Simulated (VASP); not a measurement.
Input of a VASP 6.6.1 run:

File INCAR:

```
SYSTEM = GaSb
ALGO = Normal
EDIFF = 1E-6
ENCUT = 500
GGA = CA
GGA_COMPAT = .False.
ISIF = 2
ISMEAR = 0
ISYM = 0
LASPH = .True.
LCHARG = .False.
LREAL = .False.
LWAVE = .False.
NBANDS = 21
NELM = 120
PREC = Accurate
SIGMA = 0.1
```

KPOINTS

```
k-points
0
Gamma
  8 8 11
  0 0 0
```

File POSCAR:

```
GaSb
1.0
    4.2771263939      0.0000000000      0.0000000000
    0.0000000000      4.2771263939      0.0000000000
   -2.1385631969     -2.1385631969      3.0243850771
Ga Sb
1 1
Direct
    0.0000000000      0.0000000000      0.0000000000
    0.7500000000      0.2500000000      0.5000000000
```

Potentials or basis: VASP PAW LDA potentials, release 64 (Ga_d, Sb_d_GW).

The run is started by

```console
$ cat potpaw_LDA.64/Ga_d/POTCAR potpaw_LDA.64/Sb_d_GW/POTCAR > POTCAR
$ mpirun -np 1 vasp_std > vasp.out
```

Q: Estimate the pressure.

A: 0.0 GPa.
